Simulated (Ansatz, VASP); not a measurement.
Zn in VASP and in Ansatz

Contents of INCAR:

```
PREC = Accurate ; ENCUT = 520
EDIFF = 1E-6 ; ISMEAR = -1
SIGMA = 0.1 ; LREAL = False
LASPH = True ; NELM = 80
ALGO = Normal ; ISIF = 2
LWAVE = False ; LCHARG = False
NBANDS = 12
```

File KPOINTS:

```
Automatic mesh
0
Gamma
  14 14 14
```

POSCAR

```
Zn
1.0
    2.6197080062      0.0000000000      0.0000000000
    0.0000000000      2.6197080062      0.0000000000
    0.0000000000      0.0000000000      2.6197080062
Zn
1
Direct
    0.0000000000      0.0000000000      0.0000000000
```

Input for Ansatz:

```yaml
crystal:
  lattice:
    - [2.6197080062, 0.0, 0.0]
    - [0.0, 2.6197080062, 0.0]
    - [0.0, 0.0, 2.6197080062]
  atoms:
    - { symbol: Zn, position: [0.0, 0.0, 0.0] }
hamiltonian:
  xc: lda
  pseudopotentials:
    kind: paw
    azcp:
      Zn: "pseudopotentials/Zn.paw.azcp"
basis:
  ecutwfc: 420
  fft_grid_basis: typed
kpoints:
  mp_grid: { grid: [14, 14, 14], shift: [0, 0, 0] }
magnetization:
  spin_polarized: false
scf:
  occupations: { method: fermi_dirac, width: 0.1 }
  lower_state_search: "off"
output:
  stress: true
```

Alike in both runs: task single point; functional LDA; k mesh 14 × 14 × 14; occupations fermi-dirac, width 0.1 eV; no spin polarisation.

```csv
,VASP,Ansatz
version,VASP 6.6.1,Ansatz 0.2.0
potentials or method,"VASP PAW LDA potentials, release 64 (Zn), cutoff 520 eV","plane waves (420 eV) with PAW, scalar-relativistic"
valence electrons in the cell,12,12
```

```csv
,VASP,Ansatz,Ansatz less VASP
pressure (GPa),-5.5,-5.9,-0.40
```

Ansatz warns that its potentials were made for another functional, while VASP's fit it. LDA's correlation is that of Perdew and Zunger in VASP and of Perdew and Wang (1992) in Ansatz.
